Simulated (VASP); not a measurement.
A run of VASP 6.6.1 is set up as follows.

Contents of INCAR:

```
SYSTEM = Ti
ALGO = Normal
EDIFF = 1E-6
ENCUT = 520
GGA = PE
ISIF = 2
ISMEAR = -1
LASPH = .True.
LCHARG = .False.
LREAL = .False.
LWAVE = .False.
NBANDS = 12
NELM = 80
PREC = Accurate
SIGMA = 0.05
```

KPOINTS

```
k-points
0
Gamma
  15 15 15
  0 0 0
```

Contents of POSCAR:

```
Ti
1.0
   -0.0609000000      1.9995500000      1.9995500000
    1.9995500000     -0.0609000000      1.9995500000
    1.9995500000      1.9995500000     -0.0609000000
Ti
1
Direct
    0.0000000000      0.0000000000      0.0000000000
```

Potentials or basis: VASP PAW PBE potentials, release 64 (Ti_sv).

Command:

```bash
$ cat potpaw_PBE.64/Ti_sv/POTCAR > POTCAR
$ mpirun -np 1 vasp_std > vasp.out
```

Problem. What does it give for the pressure?

Solution. 4.2 GPa.

Problem. What does it give for the band gap on the k mesh?

Solution. Zero (bands 6 and 7 overlap by 1.17 eV).

Stress tensor (GPa, compression positive):
```
4.23 1.89 1.89
1.89 4.23 1.89
1.89 1.89 4.23
```

Caveat: the cell differs from its parent crystal (equal xy, yz and zx shear strains of -3 %); the cell stands under pressure.
